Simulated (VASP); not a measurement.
Write the native input for VASP 6.6.1 that does the following.

- Task: single point
- Functional: PBE
- Potentials or basis: VASP PAW PBE potentials, release 64 (Rh_pv)
- Cutoff: 520 eV
- k mesh: 15 × 15 × 15
- Occupations: fermi-dirac, width 0.05 eV
- Spin: collinear spin, ferromagnetic start
- Starting moments: [1.0] μB
- Dipole correction: no
- Further INCAR settings: ALGO = Normal; EDIFF = 1e-06; NBANDS = 18

The structure of Rh lies in POSCAR:

```
Rh
1.0
   -1.5363828365      1.5363828365      1.5363828365
    1.5363828365     -1.5363828365      1.5363828365
    1.5363828365      1.5363828365     -1.5363828365
Rh
1
Direct
    0.0000000000      0.0000000000      0.0000000000
```

This isn't the form of Rh at room conditions, which is fcc.

One way to write it, as run:

INCAR

```
SYSTEM = Rh
  ALGO = Normal
  EDIFF = 1E-6
  ENCUT = 520
  GGA = PE
  ISIF = 2
  ISMEAR = -1
  ISPIN = 2
  LASPH = .TRUE.
  LCHARG = .TRUE.
  LELF = .TRUE.
  LMAXMIX = 4
  LORBIT = 11
  LREAL = .FALSE.
  LVHAR = .TRUE.
  LWAVE = .FALSE.
  MAGMOM = 1
  NBANDS = 18
  NELM = 150
  PREC = Accurate
  SIGMA = 0.05
```

KPOINTS

```
k-points
0
G
  15 15 15
  0 0 0
```

Potentials or basis: VASP PAW PBE potentials, release 64 (Rh_pv).

Run with:

```console
$ cat potpaw_PBE.64/Rh_pv/POTCAR > POTCAR
$ mpirun -np 1 vasp_std > vasp.out
```

It gave:

```json
{"Pressure": "0.0 GPa", "Net moment": "0.42 μB per cell", "Site moments": "Rh +0.42 μB", "Valence electrons inside the program's atomic spheres": "Rh 13.72"}
```

Run time: 73 s on 1 thread of Intel Xeon 8259CL, on a shared host, peak memory 0.16 GiB.
